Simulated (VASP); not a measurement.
# B6As (R-3m) in VASP: a series of runs

Runs on B6As. Level: PBEsol. Tasks: relaxation of shape and atoms at fixed volume.

Program: VASP 6.6.1. These are calculated values, not measurements. Logs are shortened: lines on timing, memory, paths and dates and some standing lists are left out, and cuts for length are marked.

## (1) The cell of the first run

Symmetry: R-3m, No. 166, trigonal system. The conventional cell has a = 6.183 Å, b = 6.183 Å, c = 11.961 Å, α = 90.00°, β = 90.00°, γ = 120.00°. Within 2.4 Å of B (site symmetry m) lie 6 B at 1.78 to 1.91 Å. Within 2.3 Å of B (site symmetry m) lie 5 B at 1.74 to 1.83 Å and 1 As at 2.01 Å. Within 2.7 Å of As (site symmetry 3m) lie 3 B at 2.01 Å and 1 As at 2.41 Å.

## (2) Relaxation of shape and atoms at fixed volume, PBEsol (9.43 Å³/atom)

File INCAR:

```
PREC = Accurate
ENCUT = 600
EDIFF = 1E-7
ISMEAR = 0
SIGMA = 0.02
LREAL = False
LASPH = True
NELM = 80
ALGO = Normal
ISIF = 4
LWAVE = False
LCHARG = False
GGA = PS
IBRION = 2
NSW = 50
EDIFFG = -0.01
```

File KPOINTS:

```
regular mesh
0
Gamma
  6 6 6
```

File POSCAR:

```
B6As
1.0
    3.0917314213      1.7850119684      3.9869976300
   -3.0917314213      1.7850119684      3.9869976300
    0.0000000000     -3.5700239367      3.9869976300
B As
12 2
Direct
    0.0156621731      0.0156621731      0.3246875850
    0.0156621731      0.3246875850      0.0156621731
    0.8217888295      0.2725960786      0.8217888295
    0.8217888295      0.8217888295      0.2725960786
    0.2725960786      0.8217888295      0.8217888295
    0.7274039214      0.1782111705      0.1782111705
    0.1782111705      0.7274039214      0.1782111705
    0.1782111705      0.1782111705      0.7274039214
    0.9843378269      0.6753124150      0.9843378269
    0.9843378269      0.9843378269      0.6753124150
    0.6753124150      0.9843378269      0.9843378269
    0.3246875850      0.0156621731      0.0156621731
    0.6008011050      0.6008011050      0.6008011050
    0.3991988950      0.3991988950      0.3991988950
```

Potentials or basis: VASP PAW PBE potentials, release 64 (B, As).

On the command line:

```console
$ cat potpaw_PBE.64/B/POTCAR potpaw_PBE.64/As/POTCAR > POTCAR
$ mpirun -np 1 vasp_std > vasp.out
```

OUTCAR:

```text
PREC = Accurate
   ENCUT = 600
   EDIFF = 1E-7
   ISMEAR = 0
   LREAL = False
   LASPH = True
   NELM = 80
   ISIF = 4
   GGA = PS
   IBRION = 2
   NSW = 50
   EDIFFG = -0.01

 ion  position               nearest neighbor table
   1  0.016  0.016  0.325-  10 1.78   7 1.79   6 1.79   4 1.83   2 1.91  12 1.91
   2  0.016  0.325  0.016-   9 1.78   8 1.79   6 1.79   3 1.83  12 1.91   1 1.91
   3  0.822  0.273  0.822-   8 1.74   6 1.74  10 1.79  11 1.79   2 1.83  13 2.01
   4  0.822  0.822  0.273-   6 1.74   7 1.74   9 1.79  11 1.79   1 1.83  13 2.01
   5  0.273  0.822  0.822-   8 1.74   7 1.74  10 1.79   9 1.79  12 1.83  13 2.01
   6  0.727  0.178  0.178-   4 1.74   3 1.74   1 1.79   2 1.79  11 1.83  14 2.01
   7  0.178  0.727  0.178-   4 1.74   5 1.74   1 1.79  12 1.79   9 1.83  14 2.01
   8  0.178  0.178  0.727-   3 1.74   5 1.74   2 1.79  12 1.79  10 1.83  14 2.01
   9  0.984  0.675  0.984-   2 1.78   4 1.79   5 1.79   7 1.83  11 1.91  10 1.91
  10  0.984  0.984  0.675-   1 1.78   3 1.79   5 1.79   8 1.83   9 1.91  11 1.91
  11  0.675  0.984  0.984-  12 1.78   4 1.79   3 1.79   6 1.83   9 1.91  10 1.91
  12  0.325  0.016  0.016-  11 1.78   8 1.79   7 1.79   5 1.83   2 1.91   1 1.91
  13  0.601  0.601  0.601-   3 2.01   5 2.01   4 2.01  14 2.41
  14  0.399  0.399  0.399-   6 2.01   7 2.01   8 2.01  13 2.41

  LATTYP: Found a trigonal (rhomboedric) cell.
 ALAT       =     5.3517493411
 COS(alpha) =     0.3325142683

  Lattice vectors:

 A1 = (   3.0917314213,   1.7850119684,   3.9869976300)
 A2 = (  -3.0917314213,   1.7850119684,   3.9869976300)
 A3 = (   0.0000000000,  -3.5700239367,   3.9869976300)

Analysis of symmetry for initial positions (statically):
=====================================================================
 Subroutine PRICEL returns:
 Original cell was already a primitive cell.

 Routine SETGRP: Setting up the symmetry group for a
 trigonal (rhombohedral) supercell.

 Subroutine GETGRP returns: Found 12 space group operations
 (whereof 12 operations were pure point group operations)
 out of a pool of 12 trial point group operations.

The static configuration has the point symmetry D_3d.

Analysis of symmetry for dynamics (positions and initial velocities):
=====================================================================
 Subroutine PRICEL returns:
 Original cell was already a primitive cell.

 Routine SETGRP: Setting up the symmetry group for a
 trigonal (rhombohedral) supercell.

 Subroutine GETGRP returns: Found 12 space group operations
 (whereof 12 operations were pure point group operations)
 out of a pool of 12 trial point group operations.

The dynamic configuration has the point symmetry D_3d.

 Subroutine INISYM returns: Found 12 space group operations
 (whereof 12 operations are pure point group operations),
 and found     1 'primitive' translations

----------------------------------------------------------------------------------------

                                     Primitive cell

  volume of cell :     132.0201

  direct lattice vectors                    reciprocal lattice vectors
     3.091731421  1.785011968  3.986997630     0.161721680  0.093370056  0.083605099
    -3.091731421  1.785011968  3.986997630    -0.161721680  0.093370056  0.083605099
     0.000000000 -3.570023937  3.986997630     0.000000000 -0.186740111  0.083605099

  length of vectors
     5.351749341  5.351749341  5.351749341     0.204601275  0.204601275  0.204601275

  position of ions in fractional coordinates (direct lattice)
     0.015662173  0.015662173  0.324687585
     0.015662173  0.324687585  0.015662173
     0.821788830  0.272596079  0.821788830
     0.821788830  0.821788830  0.272596079
     0.272596079  0.821788830  0.821788830
     0.727403921  0.178211170  0.178211170
     0.178211170  0.727403921  0.178211170
     0.178211170  0.178211170  0.727403921
     0.984337827  0.675312415  0.984337827
     0.984337827  0.984337827  0.675312415
     0.675312415  0.984337827  0.984337827
     0.324687585  0.015662173  0.015662173
     0.600801105  0.600801105  0.600801105
     0.399198895  0.399198895  0.399198895

  ion indices of the primitive-cell ions
   primitive index   ion index
                 1           1
                 2           2
                 3           3
                 4           4
                 5           5
                 6           6
                 7           7
                 8           8
                 9           9
                10          10
                11          11
                12          12
                13          13
                14          14

----------------------------------------------------------------------------------------

 KPOINTS: regular mesh

Automatic generation of k-mesh.
 Grid dimensions read from file:
 generate k-points for:    6    6    6

 Generating k-lattice:

  Cartesian coordinates                     Fractional coordinates (reciprocal lattice)
     0.026953613  0.015561676  0.013934183     0.166666667 -0.000000000  0.000000000
    -0.026953613  0.015561676  0.013934183    -0.000000000  0.166666667  0.000000000
     0.000000000 -0.031123352  0.013934183     0.000000000  0.000000000  0.166666667

  Length of vectors
     0.034100213  0.034100213  0.034100213

  Shift w.r.t. Gamma in fractional coordinates (k-lattice)
     0.000000000  0.000000000  0.000000000

 Subroutine IBZKPT returns following result:
 ===========================================

 Found     32 irreducible k-points:

 Following reciprocal coordinates:
            Coordinates               Weight
  0.000000  0.000000  0.000000      1.000000
  0.166667  0.000000 -0.000000      6.000000
  0.333333 -0.000000  0.000000      6.000000
  0.500000  0.000000 -0.000000      3.000000
  0.166667  0.166667 -0.000000      6.000000
  0.333333  0.166667 -0.000000     12.000000
[... 16 lines left out ...]
  0.500000  0.500000  0.166667      6.000000
 -0.333333  0.500000  0.166667     12.000000
 [... further k-points ...]
   k-points           NKPTS =     32   k-points in BZ     NKDIM =     32   number of bands    NBANDS=     31
   number of dos      NEDOS =    301   number of ions     NIONS =     14
   total plane-waves  NPLWV = 110592
   dimension x,y,z NGX =    48 NGY =   48 NGZ =   48
   dimension x,y,z NGXF=    96 NGYF=   96 NGZF=   96
   ions per type =              12   2
   NGX,Y,Z   is equivalent  to a cutoff of  14.91, 14.91, 14.91 a.u.
   NGXF,Y,Z  is equivalent  to a cutoff of  29.82, 29.82, 29.82 a.u.
 SYSTEM =  unknown system
   PREC   = accura    normal or accurate (medium, high low for compatibility)
   ISTART =      0    job   : 0-new  1-cont  2-samecut
   ICHARG =      2    charge: 1-file 2-atom 10-const
   ISPIN  =      1    spin polarized calculation?
   LNONCOLLINEAR =      F non collinear calculations
   LSORBIT =      F    spin-orbit coupling
   LASPH  =      T    aspherical Exc in radial PAW
   ENCUT  =  600.0 eV  44.10 Ry    6.64 a.u.  10.69 10.69 10.69*2*pi/ulx,y,z
   NELM   =     80;   NELMIN=  2; NELMDL= -5     # of ELM steps
   EDIFF  = 0.1E-06   stopping-criterion for ELM
   LREAL  =      F    real-space projection
   EDIFFG = -.1E-01   stopping-criterion for IOM
   NSW    =     50    number of steps for IOM
   IBRION =      2    ionic relax: 0-MD 1-quasi-New 2-CG
   NFREE  =      1    steps in history (QN), initial steepest desc. (CG)
   ISIF   =      4    stress and relaxation
   ISYM   =      2    0-nonsym 1-usesym 2-fastsym
   POTIM  = 0.5000    time-step for ionic-motion
   TEBEG  =    0.0;   TEEND  =   0.0 temperature during run
   PSTRESS=    0.0 pullay stress
   NELECT =      46.0000    total number of electrons
   NUPDOWN=      -1.0000    fix difference up-down
   EMIN   =  10.00;   EMAX   =-10.00  energy-range for DOS
   EFERMI =   0.00;   METHOD = LEGACY
   ISMEAR =     0;   SIGMA  =   0.02  broadening in eV -4-tet -1-fermi 0-gaus
   EFERMI_NEDOS =   21; number of points for ismear=-14 and -15
   IALGO  =     38    algorithm
   IMIX   =      4    mixing-type and parameters
     AMIX     =   0.40;   BMIX     =  1.00
     AMIX_MAG =   1.60;   BMIX_MAG =  1.00
  volume/ion in A,a.u.               =       9.43        63.64
  Fermi-wavevector in a.u.,A,eV,Ry     =   1.151987  2.176939 18.055924  1.327073
  Thomas-Fermi vector in A             =   2.288641
   LORBIT       =      0    0 simple, 1 ext, 2 COOP (PROOUT), +10 PAW based schemes
   GGA     = PS    functional components
   LHFCALC =     F    Hartree Fock is set to
   AEXX    =    0.0000 exact exchange contribution
   IVDW    =     0    specifies the selected vdW correction
   LEPSILON=     F    determine dielectric tensor
   LRPA    =     F    only Hartree local field effects (RPA)
 conjugate gradient relaxation of ions
 non-spin polarized calculation
 Gauss-broadening in eV      SIGMA  =   0.02
  energy-cutoff  :      600.00
  volume of cell :      132.02
 maximum number of plane-waves:      4431
 NGX is ok and might be reduce to    48
   NGX = 21   NGY = 21   NGZ = 21

--------------------------------------- Ionic step        1  -------------------------------------------

 number of electron      46.0000000 magnetization

 Free energy of the ion-electron system (eV)
  ---------------------------------------------------
  ext. energy  EPLUGINS =         0.00000000
  ---------------------------------------------------
  free energy    TOTEN  =       -96.98904319 eV

  energy without entropy =      -96.98904319  energy(sigma->0) =      -96.98904319

------------------------ aborting loop because EDIFF is reached ----------------------------------------

  FORCE on cell =-STRESS in cart. coord.  units (eV):
  Direction    XX          YY          ZZ          XY          YZ          ZX
  --------------------------------------------------------------------------------------
  -------------------------------------------------------------------------------------
  Total       -4.3123868     -4.3123868     -3.9113902      0.0000000     -0.0000000      0.0000000
  in kB      -52.3345114    -52.3345114    -47.4680729      0.0000000     -0.0000000      0.0000000
  external PRESSURE =     -50.7123652 kB  Pullay stress =       0.0000000 kB
[... 225 lines left out ...]
  energy  without entropy=      -96.9929647278  energy(sigma->0) =      -96.99296473

--------------------------------------- Ionic step        6  -------------------------------------------

 number of electron      46.0000000 magnetization

 Free energy of the ion-electron system (eV)
  ---------------------------------------------------
  ext. energy  EPLUGINS =         0.00000000
  ---------------------------------------------------
  free energy    TOTEN  =       -96.99302792 eV

  energy without entropy =      -96.99302792  energy(sigma->0) =      -96.99302792

 E-fermi :   4.3632     XC(G=0): -11.0483

 val. band max:        4.2207560466   @ k =   0.1667   0.0000  -0.0000
 cond. band min:       6.7345688065   @ k =   0.5000   0.5000   0.5000
 fundamental gap:      2.5138127599
 Fermi energy:         4.3631841659

 k-point     1 :       0.0000    0.0000    0.0000
  band No.  band energies     occupation
      1     -10.3044      2.00000
      2      -7.3850      2.00000
      3      -5.6881      2.00000
      4      -5.6881      2.00000
      5      -5.6312      2.00000
      6      -4.5446      2.00000
[... 805 lines left out ...]
     30      10.3445      0.00000
     31      10.7552      0.00000

 [... further k-points ...]

------------------------ aborting loop because EDIFF is reached ----------------------------------------

  FORCE on cell =-STRESS in cart. coord.  units (eV):
  Direction    XX          YY          ZZ          XY          YZ          ZX
  --------------------------------------------------------------------------------------
  -------------------------------------------------------------------------------------
  Total       -3.9222983     -3.9222983     -3.8898803      0.0000000     -0.0000000      0.0000000
  in kB      -47.6004522    -47.6004522    -47.2070327      0.0000000     -0.0000000      0.0000000
  external PRESSURE =     -47.4693123 kB  Pullay stress =       0.0000000 kB
[... 29 lines left out ...]
  FREE ENERGIE OF THE ION-ELECTRON SYSTEM (eV)
  ---------------------------------------------------
  free  energy   TOTEN  =       -96.9930279189 eV

  energy  without entropy=      -96.9930279189  energy(sigma->0) =      -96.99302792

 reached required accuracy - stopping structural energy minimisation
```

Run time: 6.3 min. Hardware: 1 thread of Intel Xeon 6975P-C (Granite Rapids), shared host; peak memory 0.4 GiB.

Results:

```
Free energy                  : -96.9930 eV
Energy gained by relaxing    : 0.3 meV/atom
Ionic steps                  : 6
Pressure after relaxing      : -4.7 GPa
Largest force after relaxing : 0.003 eV/Å
Band gap on the k mesh       : 2.51 eV (least direct gap 2.53 eV)
```

Forces on the atoms (eV/Å):
```
B    0.000  0.002  0.000
B    0.002 -0.001  0.000
B   -0.001  0.001  0.002
B    0.000 -0.001  0.002
B    0.001  0.001  0.002
B   -0.001 -0.001 -0.002
B    0.001 -0.001 -0.002
B    0.000  0.001 -0.002
B   -0.002  0.001  0.000
B    0.000 -0.002  0.000
B    0.002  0.001  0.000
B   -0.002 -0.001  0.000
As   0.000  0.000 -0.003
As   0.000  0.000  0.003
```

The path:
| step | energy change (eV) | largest force (eV/Å) | pressure (GPa) | volume (Å³) |
| --- | --- | --- | --- | --- |
| 1 | 0.0000 | 0.1691 | -5.07 | 132.02 |
| 2 | -0.0020 | 0.1407 | -4.58 | 132.02 |
| 3 | -0.0037 | 0.0246 | -4.79 | 132.02 |
| 4 | -0.0039 | 0.0176 | -4.76 | 132.02 |
| 5 | -0.0039 | 0.0261 | -4.76 | 132.02 |
| 6 | -0.0040 | 0.0031 | -4.75 | 132.02 |

Final structure:
```yaml
crystal:
  lattice:
    - [3.08968, 1.78383, 3.99230]
    - [-3.08968, 1.78383, 3.99230]
    - [0.00000, -3.56765, 3.99230]
  atoms:
    - { symbol: B, position: [0.01512, 0.01512, 0.32452] }
    - { symbol: B, position: [0.01512, 0.32452, 0.01512] }
    - { symbol: B, position: [0.82220, 0.27189, 0.82220] }
    - { symbol: B, position: [0.82220, 0.82220, 0.27189] }
    - { symbol: B, position: [0.27189, 0.82220, 0.82220] }
    - { symbol: B, position: [0.72811, 0.17780, 0.17780] }
    - { symbol: B, position: [0.17780, 0.72811, 0.17780] }
    - { symbol: B, position: [0.17780, 0.17780, 0.72811] }
    - { symbol: B, position: [0.98488, 0.67548, 0.98488] }
    - { symbol: B, position: [0.98488, 0.98488, 0.67548] }
    - { symbol: B, position: [0.67548, 0.98488, 0.98488] }
    - { symbol: B, position: [0.32452, 0.01512, 0.01512] }
    - { symbol: As, position: [0.60074, 0.60074, 0.60074] }
    - { symbol: As, position: [0.39926, 0.39926, 0.39926] }
```

Caveat: the PAW data sets were made with another functional, which shifts forces and pressure a little. A k mesh can miss the band edges.

## (3) Relaxation of shape and atoms at fixed volume, PBEsol (9.70 Å³/atom)

This run uses another cell than the first one, of 9.70 Å³/atom.

File INCAR:

```
SYSTEM = B6As
  PREC = Accurate
  ENCUT = 600
  EDIFF = 1E-7
  ISMEAR = 0
  SIGMA = 0.02
  LREAL = .False.
  LASPH = .True.
  NELM = 80
  ALGO = Normal
  ISIF = 4
  LWAVE = .False.
  LCHARG = .False.
  GGA = PS
  IBRION = 2
  NSW = 50
  EDIFFG = -0.01
```

File KPOINTS:

```
regular mesh
0
Gamma
  6 6 6
  0 0 0
```

File POSCAR:

```
B6As
1.0
    3.1181802751      1.8002822212      4.0338124084
   -3.1181802751      1.8002822212      4.0338124084
    0.0000000000     -3.6005644424      4.0338124084
B As
12 2
Direct
    0.0149698887      0.0149698887      0.3244255957
    0.0149698887      0.3244255957      0.0149698887
    0.8220894155      0.2721598973      0.8220894155
    0.8220894155      0.8220894155      0.2721598973
    0.2721598973      0.8220894155      0.8220894155
    0.7278401027      0.1779105845      0.1779105845
    0.1779105845      0.7278401027      0.1779105845
    0.1779105845      0.1779105845      0.7278401027
    0.9850301113      0.6755744043      0.9850301113
    0.9850301113      0.9850301113      0.6755744043
    0.6755744043      0.9850301113      0.9850301113
    0.3244255957      0.0149698887      0.0149698887
    0.6005774064      0.6005774064      0.6005774064
    0.3994225936      0.3994225936      0.3994225936
```

Potentials or basis: VASP PAW PBE potentials, release 64 (B, As).

On the command line:

```console
$ cat potpaw_PBE.64/B/POTCAR potpaw_PBE.64/As/POTCAR > POTCAR
$ mpirun -np 1 vasp_std > vasp.out
```

Wall time 5.4 min (1 thread of Intel Xeon 6975P-C (Granite Rapids), shared host); peak memory 0.4 GiB.

Results (log left out):

| Property | Result |
| --- | --- |
| Free energy | -96.8245 eV |
| Energy gained by relaxing | 0.3 meV/atom |
| Ionic steps | 6 |
| Pressure after relaxing | -9.4 GPa |
| Largest force after relaxing | 0.004 eV/Å |
| Band gap on the k mesh | 2.34 eV |

Forces on the atoms (eV/Å):
```
B    0.000  0.001 -0.001
B    0.001 -0.001 -0.001
B   -0.001  0.001  0.002
B    0.000 -0.001  0.002
B    0.001  0.001  0.002
B   -0.001 -0.001 -0.002
B    0.001 -0.001 -0.002
B    0.000  0.001 -0.002
B   -0.001  0.001  0.001
B    0.000 -0.001  0.001
B    0.001  0.001  0.001
B   -0.001 -0.001 -0.001
As   0.000  0.000 -0.004
As   0.000  0.000  0.004
```

Step by step:
```tsv
step	energy change (eV)	largest force (eV/Å)	pressure (GPa)	volume (Å³)
1	0.0000	0.1643	-9.69	135.87
2	-0.0024	0.1172	-9.23	135.87
3	-0.0036	0.0221	-9.40	135.87
4	-0.0038	0.0132	-9.38	135.87
5	-0.0038	0.0209	-9.38	135.87
6	-0.0039	0.0035	-9.37	135.87
```

Final structure:
```xyz
14
Lattice="3.1164 1.7993 4.0384 -3.1164 1.7993 4.0384 0.0000 -3.5985 4.0384" Properties=species:S:1:pos:R:3 pbc="T T T"
B     0.0000   -1.1148    1.4262
B    -0.9654    0.5574    1.4262
B     1.7175   -0.9916    7.7393
B     0.0000    1.9832    7.7393
B    -1.7175   -0.9916    7.7393
B     1.7175    0.9916    4.3758
B    -1.7175    0.9916    4.3758
B     0.0000   -1.9832    4.3758
B     0.9654   -0.5574   10.6889
B     0.0000    1.1148   10.6889
B    -0.9654   -0.5574   10.6889
B     0.9654    0.5574    1.4262
As    0.0000    0.0000    7.2756
As    0.0000    0.0000    4.8395
```

Levels at points of the mesh, in eV from the valence-band top:
```csv
k point,band 21,band 22,band 23,band 24,band 25,band 26
"(0.00, 0.00, 0.00)",-0.19,-0.02,-0.02,4.28,4.68,4.68
"(0.50, 0.00, 0.00)",-1.22,-0.95,-0.05,2.60,4.09,4.60
"(0.50, 0.50, 0.00)",-0.88,-0.68,-0.22,3.39,4.16,4.67
"(0.50, 0.50, 0.50)",-0.74,-0.74,0.00,2.34,3.63,3.73
```

Caveat: the PAW data sets were made with another functional, which shifts forces and pressure a little. A k mesh can miss the band edges.
